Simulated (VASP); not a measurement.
Write the native input for VASP 6.6.1 that does the following.

| Item | Value |
| --- | --- |
| Task | single point |
| Functional | PBE |
| Potentials or basis | VASP PAW PBE potentials, release 64 (Tm, B, F) |
| Cutoff | 600 eV |
| k mesh | 8 × 8 × 8 |
| Occupations | gaussian, width 0.1 eV |
| Spin | no spin polarisation |
| Dipole correction | no |
| Further INCAR settings | ALGO = Normal; EDIFF = 1e-06; NBANDS = 48 |

The structure of Tm3BF lies in POSCAR:

```
Tm3BF
1.0
    4.5465666600      0.0000000000      0.0000000000
    0.0000000000      4.5465666600      0.0000000000
    0.0000000000      0.0000000000      4.5465666600
Tm B F
3 1 1
Direct
    0.5000000000      0.0000000000      0.0000000000
    0.0000000000      0.5000000000      0.0000000000
    0.0000000000      0.0000000000      0.5000000000
    0.5000000000      0.5000000000      0.5000000000
    0.0000000000      0.0000000000      0.0000000000
```

The cell was built from a structure type or drawn by symmetry, and may not be a known phase.

One way to write it, as run:

INCAR

```
SYSTEM = Tm3BF
PREC     = Accurate       ! precision mode
ENCUT    = 600            ! plane-wave cutoff, eV
EDIFF    = 1E-6           ! SCF threshold, eV
ISMEAR   = 0              ! smearing method
SIGMA    = 0.1            ! smearing width, eV
LREAL    = .False.        ! projectors in reciprocal space
LASPH    = .True.         ! aspherical terms in the spheres
NELM     = 200            ! most SCF steps
ALGO     = Normal         ! electronic algorithm
ISIF     = 2              ! what is computed and relaxed
LWAVE    = .False.        ! write WAVECAR
LCHARG   = .False.        ! write CHGCAR
GGA      = PE             ! functional
NBANDS   = 48             ! bands
GGA_COMPAT= .False.      
LMAXMIX  = 6              ! l up to which the mixer works
```

KPOINTS

```
Automatic mesh
0
Gamma
  8 8 8
  0 0 0
```

Potentials or basis: VASP PAW PBE potentials, release 64 (Tm, B, F).

Run with:

```bash
$ cat potpaw_PBE.64/Tm/POTCAR potpaw_PBE.64/B/POTCAR potpaw_PBE.64/F/POTCAR > POTCAR
$ mpirun -np 1 vasp_std > vasp.out
```

It gave:

| Property | Result |
| --- | --- |
| Pressure | 3.5 GPa |
| Band gap on the k mesh | zero (an odd number of electrons rules out a gap without spin polarisation) |

Caveat: the cell stands under pressure; spin-orbit coupling is left out, which moves the levels of the heavy elements; an odd number of electrons without spin polarisation forces a metal; a magnetic or distorted state may lie lower; the run has no spin polarisation, though such a crystal can be magnetic; semilocal functionals describe open f shells poorly, which spoils levels, moments and volumes.

Run time: 3.5 min on 1 thread of Intel(R) Xeon(R) 6975P-C (Granite Rapids), with other jobs on the host, peak memory 0.33 GiB.
